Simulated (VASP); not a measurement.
## ZrC: single point with PBEsol

ZrC:

```
Zr C
1.0
     0.00000    2.35021    2.35021
     2.35021    0.00000    2.35021
     2.35021    2.35021    0.00000
Zr C
1 1
Direct
  0.54513 0.45487 0.50000
  0.00000 0.00000 0.00000
```

This cell differs from its parent crystal: all Zr atoms moved -0.150 Å, as atom 1 along Cartesian [1 -1 0].

| Property | Result |
| --- | --- |
| Program | VASP 6.6.1 |
| Task | single point |
| Functional | PBEsol |
| Potentials or basis | VASP PAW PBE potentials, release 64 (Zr_sv, C) |
| Cutoff | 520 eV |
| k mesh | 18 × 18 × 18 |
| Occupations | gaussian, width 0.15 eV |
| Spin | no spin polarisation |
| Dipole correction | no |
| Further INCAR settings | ALGO = Normal; EDIFF = 1e-06; NBANDS = 15 |

The pressure is -2.5 GPa. The largest force is 0.991 eV/Å. The band gap on the k mesh is zero (bands 8 and 9 overlap by 0.56 eV).

Forces on the atoms (eV/Å):
```
Zr   0.701 -0.701  0.000
C   -0.701  0.701  0.000
```

Stress tensor (GPa, compression positive):
```
-1.44  1.13  0.00
 1.13 -1.44  0.00
 0.00  0.00 -4.51
```

Levels at points of the mesh, in eV from the Fermi level:
```
           k point  band 5  band 6  band 7  band 8  band 9  band 10  band 11  band 12
(0.00, 0.00, 0.00)  -11.35    0.01    0.08    0.44    0.95     1.69     1.82     2.97
(0.50, 0.00, 0.00)   -8.28   -5.39   -3.05   -3.02    4.37     4.42     5.20     6.43
(0.00, 0.00, 0.50)   -8.25   -5.40   -2.99   -2.92    4.34     4.37     5.22     6.16
(0.50, 0.50, 0.00)  -10.15   -2.27   -2.16   -0.11    0.45     4.52     5.57     5.58
(0.00, 0.50, 0.50)  -10.15   -2.12   -2.11   -0.05    0.21     4.45     5.57     5.57
```

It took 6.3 min on 1 thread of Intel(R) Xeon(R) Platinum 8259CL CPU @ 2.50GHz (Skylake/Cascade Lake) (shared host), peak memory 0.45 GiB.

Caveat: the cell differs from its parent crystal (all Zr atoms moved -0.150 Å, as atom 1 along Cartesian [1 -1 0]); the PAW data sets were made with another functional, which shifts forces and pressure a little.
